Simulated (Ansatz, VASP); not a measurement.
KCl in VASP and in Ansatz

```
CELL_PARAMETERS angstrom
5.44848 0.00000 0.00000
-2.72424 4.71852 0.00000
0.00000 0.00000 6.36142
ATOMIC_POSITIONS crystal
K 0.33333 0.66667 0.25000
K 0.66667 0.33333 0.75000
Cl 0.66667 0.33333 0.25000
Cl 0.33333 0.66667 0.75000
```

Alike in both runs: task single point; functional r2SCAN; k mesh 6 × 6 × 4; no spin polarisation.

```csv
,VASP,Ansatz
version,VASP 6.6.1,Ansatz 0.2.0
potentials or method,"VASP PAW PBE potentials, release 64 (K_sv, Cl)","plane waves, PAW"
plane-wave cutoff (eV),520,500
occupations,"gaussian, width 0.01 eV",fixed
valence electrons in the cell,32,32
```

|  | VASP | Ansatz | Ansatz less VASP |
| --- | --- | --- | --- |
| gap on the k mesh at the Fermi level (eV) | 5.26 | 5.26 | -0.002 |
| pressure (GPa) | -0.7 | -0.7 | +0.03 |
| traceless stress, the component that is largest in VASP (GPa) | -0.10 | -0.10 | -0.002 |

VASP's potentials were made for PBE, not for r2SCAN.
